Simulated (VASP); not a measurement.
# Sb (P4/mmm) in VASP: further runs

Runs on Sb. Level: PBE. Tasks: single point.

All numbers are computed with VASP 6.6.1; they aren't measurements. Logs are shortened: lines on timing, memory, paths and dates and some standing lists are left out, and cuts for length are marked.

### 1 The cell of the first run

It takes space group P4/mmm (No. 123, tetragonal). Conventional cell: a = 3.547 Å, b = 3.547 Å, c = 2.508 Å, α = 90.00°, β = 90.00°, γ = 90.00°. Sb (site symmetry 4/mmm) has 2 Sb at 2.51 Å within 3.3 Å.

### 2 Single point, PBE

INCAR reads:

```
PREC = Accurate
ENCUT = 520
EDIFF = 1E-7
ISMEAR = 0
SIGMA = 0.15
LREAL = False
LASPH = True
NELM = 100
ALGO = Normal
ISIF = 2
LWAVE = False
LCHARG = False
GGA = PE
NBANDS = 8
```

KPOINTS reads:

```
regular mesh
0
Gamma
  16 16 16
```

POSCAR reads:

```
Sb
1.0
    3.5471586354      0.0000000000      0.0000000000
    0.0000000000      3.5471586354      0.0000000000
    0.0000000000      0.0000000000      2.5078411553
Sb
1
Direct
    0.0000000000      0.0000000000      0.0000000000
```

Potentials or basis: VASP PAW PBE potentials, release 64 (Sb).

Started as:

```bash
$ cat potpaw_PBE.64/Sb/POTCAR > POTCAR
$ mpirun -np 1 vasp_std > vasp.out
```

OUTCAR:

```text
PREC = Accurate
   ENCUT = 520
   EDIFF = 1E-7
   ISMEAR = 0
   LREAL = False
   LASPH = True
   NELM = 100
   ISIF = 2
   GGA = PE

 ion  position               nearest neighbor table
   1  0.000  0.000  0.000-

  LATTYP: Found a simple tetragonal cell.
 ALAT       =     3.5471586354
 C/A-ratio  =     0.7070000000

  Lattice vectors:

 A1 = (   3.5471586354,   0.0000000000,   0.0000000000)
 A2 = (   0.0000000000,   3.5471586354,   0.0000000000)
 A3 = (   0.0000000000,   0.0000000000,   2.5078411553)

Analysis of symmetry for initial positions (statically):
=====================================================================
 Subroutine PRICEL returns:
 Original cell was already a primitive cell.

 Routine SETGRP: Setting up the symmetry group for a
 simple tetragonal supercell.

 Subroutine GETGRP returns: Found 16 space group operations
 (whereof 16 operations were pure point group operations)
 out of a pool of 16 trial point group operations.

The static configuration has the point symmetry D_4h.

Analysis of symmetry for dynamics (positions and initial velocities):
=====================================================================
 Subroutine PRICEL returns:
 Original cell was already a primitive cell.

 Routine SETGRP: Setting up the symmetry group for a
 simple tetragonal supercell.

 Subroutine GETGRP returns: Found 16 space group operations
 (whereof 16 operations were pure point group operations)
 out of a pool of 16 trial point group operations.

The dynamic configuration has the point symmetry D_4h.

 Subroutine INISYM returns: Found 16 space group operations
 (whereof 16 operations are pure point group operations),
 and found     1 'primitive' translations

----------------------------------------------------------------------------------------

                                     Primitive cell

  volume of cell :      31.5545

  direct lattice vectors                    reciprocal lattice vectors
     3.547158635  0.000000000  0.000000000     0.281915782  0.000000000  0.000000000
     0.000000000  3.547158635  0.000000000     0.000000000  0.281915782  0.000000000
     0.000000000  0.000000000  2.507841155     0.000000000  0.000000000  0.398749338

  length of vectors
     3.547158635  3.547158635  2.507841155     0.281915782  0.281915782  0.398749338

  position of ions in fractional coordinates (direct lattice)
     0.000000000  0.000000000  0.000000000

  ion indices of the primitive-cell ions
   primitive index   ion index
                 1           1

----------------------------------------------------------------------------------------

 KPOINTS: regular mesh

Automatic generation of k-mesh.
 Grid dimensions read from file:
 generate k-points for:   16   16   16

 Generating k-lattice:

  Cartesian coordinates                     Fractional coordinates (reciprocal lattice)
     0.017619736  0.000000000  0.000000000     0.062500000  0.000000000  0.000000000
     0.000000000  0.017619736  0.000000000     0.000000000  0.062500000  0.000000000
     0.000000000  0.000000000  0.024921834     0.000000000  0.000000000  0.062500000

  Length of vectors
     0.017619736  0.017619736  0.024921834

  Shift w.r.t. Gamma in fractional coordinates (k-lattice)
     0.000000000  0.000000000  0.000000000

 Subroutine IBZKPT returns following result:
 ===========================================

 Found    405 irreducible k-points:

 Following reciprocal coordinates:
            Coordinates               Weight
  0.000000  0.000000  0.000000      1.000000
  0.062500  0.000000  0.000000      4.000000
  0.125000  0.000000  0.000000      4.000000
  0.187500  0.000000  0.000000      4.000000
  0.250000  0.000000  0.000000      4.000000
  0.312500  0.000000  0.000000      4.000000
[... 16 lines left out ...]
  0.437500  0.125000  0.000000      8.000000
  0.500000  0.125000  0.000000      4.000000
 [... further k-points ...]
   k-points           NKPTS =    405   k-points in BZ     NKDIM =    405   number of bands    NBANDS=      8
   number of dos      NEDOS =    301   number of ions     NIONS =      1
   total plane-waves  NPLWV =  15680
   dimension x,y,z NGX =    28 NGY =   28 NGZ =   20
   dimension x,y,z NGXF=    56 NGYF=   56 NGZF=   40
   ions per type =               1
   NGX,Y,Z   is equivalent  to a cutoff of  13.12, 13.12, 13.26 a.u.
   NGXF,Y,Z  is equivalent  to a cutoff of  26.25, 26.25, 26.52 a.u.
 SYSTEM =  unknown system
   PREC   = accura    normal or accurate (medium, high low for compatibility)
   ISTART =      0    job   : 0-new  1-cont  2-samecut
   ICHARG =      2    charge: 1-file 2-atom 10-const
   ISPIN  =      1    spin polarized calculation?
   LNONCOLLINEAR =      F non collinear calculations
   LSORBIT =      F    spin-orbit coupling
   LASPH  =      T    aspherical Exc in radial PAW
   ENCUT  =  520.0 eV  38.22 Ry    6.18 a.u.   6.60  6.60  4.66*2*pi/ulx,y,z
   NELM   =    100;   NELMIN=  2; NELMDL= -5     # of ELM steps
   EDIFF  = 0.1E-06   stopping-criterion for ELM
   LREAL  =      F    real-space projection
   EDIFFG = 0.1E-05   stopping-criterion for IOM
   NSW    =      0    number of steps for IOM
   IBRION =     -1    ionic relax: 0-MD 1-quasi-New 2-CG
   NFREE  =      0    steps in history (QN), initial steepest desc. (CG)
   ISIF   =      2    stress and relaxation
   ISYM   =      2    0-nonsym 1-usesym 2-fastsym
   POTIM  = 0.5000    time-step for ionic-motion
   TEBEG  =    0.0;   TEEND  =   0.0 temperature during run
   PSTRESS=    0.0 pullay stress
   NELECT =       5.0000    total number of electrons
   NUPDOWN=      -1.0000    fix difference up-down
   EMIN   =  10.00;   EMAX   =-10.00  energy-range for DOS
   EFERMI =   0.00;   METHOD = LEGACY
   ISMEAR =     0;   SIGMA  =   0.15  broadening in eV -4-tet -1-fermi 0-gaus
   EFERMI_NEDOS =   21; number of points for ismear=-14 and -15
   IALGO  =     38    algorithm
   IMIX   =      4    mixing-type and parameters
     AMIX     =   0.40;   BMIX     =  1.00
     AMIX_MAG =   1.60;   BMIX_MAG =  1.00
  volume/ion in A,a.u.               =      31.55       212.94
  Fermi-wavevector in a.u.,A,eV,Ry     =   0.885886  1.674081 10.677766  0.784794
  Thomas-Fermi vector in A             =   2.006979
   LORBIT       =      0    0 simple, 1 ext, 2 COOP (PROOUT), +10 PAW based schemes
   GGA     = PE    functional components
   LHFCALC =     F    Hartree Fock is set to
   AEXX    =    0.0000 exact exchange contribution
   IVDW    =     0    specifies the selected vdW correction
   LEPSILON=     F    determine dielectric tensor
   LRPA    =     F    only Hartree local field effects (RPA)
 non-spin polarized calculation
 Gauss-broadening in eV      SIGMA  =   0.15
  energy-cutoff  :      520.00
  volume of cell :       31.55
 maximum number of plane-waves:       865
 NGX is ok and might be reduce to    28
   NGX = 13   NGY = 13   NGZ =  9

 number of electron       5.0000000 magnetization

 Free energy of the ion-electron system (eV)
  ---------------------------------------------------
  ext. energy  EPLUGINS =         0.00000000
  ---------------------------------------------------
  free energy    TOTEN  =        -2.99046545 eV

  energy without entropy =       -2.98313806  energy(sigma->0) =       -2.98680175

 E-fermi :   6.3903     XC(G=0):  -9.2469

 val. band max:        6.3852464632   @ k =   0.3125   0.2500   0.3750
 cond. band min:       6.3921461781   @ k =   0.0625   0.0000   0.0625
 fundamental gap:      0.0068997148
 Fermi energy:         6.3902759052

 k-point     1 :       0.0000    0.0000    0.0000
  band No.  band energies     occupation
      1      -6.4226      2.00000
      2       6.2490      1.81728
      3       6.2490      1.81728
      4      10.6520      0.00000
      5      11.2904      0.00000
      6      17.5730      0.00000
      7      20.1331      0.00000
      8      20.2276      0.00000

 k-point     2 :       0.0625    0.0000    0.0000
  band No.  band energies     occupation
      1      -6.3914      2.00000
      2       5.8707      2.00000
      3       6.2769      1.71494
      4      10.8504      0.00000
      5      11.5921      0.00000
      6      17.6047      0.00000
      7      19.4470      0.00000
      8      19.9546      0.00000

 k-point     3 :       0.1250    0.0000    0.0000
  band No.  band energies     occupation
      1      -6.3000      2.00000
      2       5.0219      2.00000
      3       6.3582      1.23799
      4      11.0688      0.00000
      5      12.5841      0.00000
      6      17.6971      0.00000
      7      18.4706      0.00000
      8      19.2548      0.00000

 k-point     4 :       0.1875    0.0000    0.0000
  band No.  band energies     occupation
      1      -6.1549      2.00000
      2       4.0505      2.00000
      3       6.4850      0.37190
      4      11.2801      0.00000
      5      13.9285      0.00000
      6      17.5422      0.00000
      7      17.8423      0.00000
      8      18.4022      0.00000

 k-point     5 :       0.2500    0.0000    0.0000
  band No.  band energies     occupation
      1      -5.9689      2.00000
      2       3.1164      2.00000
      3       6.6436      0.01691
      4      11.5396      0.00000
      5      15.3314      0.00000
      6      16.7108      0.00000
      7      17.6248      0.00000
      8      18.0255      0.00000

 k-point     6 :       0.3125    0.0000    0.0000
  band No.  band energies     occupation
      1      -5.7628      2.00000
      2       2.2988      2.00000
      3       6.8138      0.00007
      4      11.8491      0.00000
      5      16.0091      0.00000
      6      16.0690      0.00000
      7      17.6149      0.00000
      8      18.2248      0.00000

 k-point     7 :       0.3750    0.0000    0.0000
  band No.  band energies     occupation
      1      -5.5679      2.00000
      2       1.6549      2.00000
      3       6.9689      0.00000
      4      12.1860      0.00000
      5      15.4704      0.00000
      6      15.6310      0.00000
      7      18.4094      0.00000
      8      18.8383      0.00000

 k-point     8 :       0.4375    0.0000    0.0000
  band No.  band energies     occupation
      1      -5.4244      2.00000
      2       1.2379      2.00000
      3       7.0790      0.00000
      4      12.4875      0.00000
      5      15.1286      0.00000
      6      15.1447      0.00000
      7      18.5426      0.00000
      8      20.0862      0.00000

 k-point     9 :       0.5000    0.0000    0.0000
  band No.  band energies     occupation
      1      -5.3710      2.00000
      2       1.0927      2.00000
      3       7.1190      0.00000
      4      12.6213      0.00000
      5      14.9422      0.00000
      6      15.0110      0.00000
      7      18.5916      0.00000
      8      20.7359      0.00000

 k-point    10 :       0.0625    0.0625    0.0000
  band No.  band energies     occupation
      1      -6.3602      2.00000
      2       5.8772      2.00000
      3       5.9225      1.99999
      4      11.1769      0.00000
      5      11.7615      0.00000
      6      17.6364      0.00000
      7      18.6852      0.00000
      8      20.2763      0.00000
[... 78 lines left out ...]
 k-point    18 :       0.1250    0.1250    0.0000
  band No.  band energies     occupation
      1      -6.1774      2.00000
      2       5.0920      2.00000
      3       5.1923      2.00000
      4      12.3791      0.00000
      5      12.9218      0.00000
      6      16.6674      0.00000
      7      17.8214      0.00000
      8      20.4795      0.00000

 k-point    19 :       0.1875    0.1250    0.0000
  band No.  band energies     occupation
      1      -6.0326      2.00000
      2       4.1720      2.00000
      3       5.2852      2.00000
      4      12.7141      0.00000
      5      14.0122      0.00000
      6      15.7970      0.00000
      7      17.9666      0.00000
      8      20.2788      0.00000

 k-point    20 :       0.2500    0.1250    0.0000
  band No.  band energies     occupation
      1      -5.8468      2.00000
      2       3.2415      2.00000
      3       5.4616      2.00000
      4      12.8797      0.00000
      5      14.5432      0.00000
      6      15.9300      0.00000
      7      18.1501      0.00000
      8      19.6815      0.00000

 k-point    21 :       0.3125    0.1250    0.0000
  band No.  band energies     occupation
      1      -5.6410      2.00000
      2       2.4257      2.00000
      3       5.6554      2.00000
      4      12.9462      0.00000
      5      14.1176      0.00000
      6      17.2916      0.00000
      7      18.3496      0.00000
      8      19.0549      0.00000

 k-point    22 :       0.3750    0.1250    0.0000
  band No.  band energies     occupation
      1      -5.4464      2.00000
      2       1.7829      2.00000
      3       5.8361      2.00000
      4      12.7934      0.00000
      5      13.9527      0.00000
      6      18.2061      0.00000
      7      18.5344      0.00000
      8      19.0357      0.00000

 k-point    23 :       0.4375    0.1250    0.0000
  band No.  band energies     occupation
      1      -5.3032      2.00000
      2       1.3665      2.00000
      3       5.9672      1.99993
      4      12.5616      0.00000
      5      14.0045      0.00000
      6      17.9464      0.00000
      7      18.6678      0.00000
      8      20.1765      0.00000

 k-point    24 :       0.5000    0.1250    0.0000
  band No.  band energies     occupation
      1      -5.2499      2.00000
      2       1.2215      2.00000
      3       6.0156      1.99959
      4      12.4644      0.00000
      5      14.0464      0.00000
      6      17.8157      0.00000
      7      18.7169      0.00000
      8      20.8141      0.00000

 [... further k-points ...]
[... 5 lines left out ...]
  --------------------------------------------------------------------------------------
  -------------------------------------------------------------------------------------
  Total       -0.7866951     -0.7866951      9.6274401      0.0000000      0.0000000     -0.0000000
  in kB      -39.9443908    -39.9443908    488.8326002      0.0000000      0.0000000     -0.0000000
  external PRESSURE =     136.3146062 kB  Pullay stress =       0.0000000 kB

 VOLUME and BASIS-vectors are now :
 -----------------------------------------------------------------------------
  energy-cutoff  :      520.00
  volume of cell :       31.55
      direct lattice vectors                 reciprocal lattice vectors
     3.547158635  0.000000000  0.000000000     0.281915782  0.000000000  0.000000000
     0.000000000  3.547158635  0.000000000     0.000000000  0.281915782  0.000000000
     0.000000000  0.000000000  2.507841155     0.000000000  0.000000000  0.398749338

 POSITION                                       TOTAL-FORCE (eV/Angst)
 -----------------------------------------------------------------------------------
      0.00000      0.00000      0.00000         0.000000      0.000000      0.000000
 -----------------------------------------------------------------------------------
    total drift:                                0.000000      0.000000      0.000000

  FREE ENERGIE OF THE ION-ELECTRON SYSTEM (eV)
  ---------------------------------------------------
  free  energy   TOTEN  =        -2.9904654452 eV

  energy  without entropy=       -2.9831380550  energy(sigma->0) =       -2.98680175
```

Run time: 31 s. Hardware: 1 thread of Intel Xeon 6975P-C (Granite Rapids), shared host; peak memory 0.21 GiB.

Results:

| Quantity | Value |
| --- | --- |
| Free energy | -2.9905 eV |
| Pressure | 13.6 GPa |

Stress tensor (GPa, compression positive):
```
-3.99  0.00  0.00
 0.00 -3.99  0.00
 0.00  0.00 48.88
```

Levels at points of the mesh, in eV from the Fermi level:
```csv
k point,band 1,band 2,band 3,band 4,band 5,band 6
"(0.00, 0.00, 0.00)",-12.81,-0.14,-0.14,4.26,4.90,11.18
"(0.50, 0.00, 0.00)",-11.76,-5.30,0.73,6.23,8.55,8.62
"(0.50, 0.50, 0.00)",-10.73,-4.19,-4.19,1.96,13.23,14.40
"(0.00, 0.00, 0.50)",-6.51,-6.13,4.79,4.79,8.33,9.14
"(0.50, 0.00, 0.50)",-5.37,-5.18,-0.45,3.32,5.72,10.13
"(0.50, 0.50, 0.50)",-4.69,-3.77,0.60,0.60,4.80,4.80
```

Caveat: spin-orbit coupling is left out, which moves the levels of the heavy elements.

(Continued in part 2 of 2.)
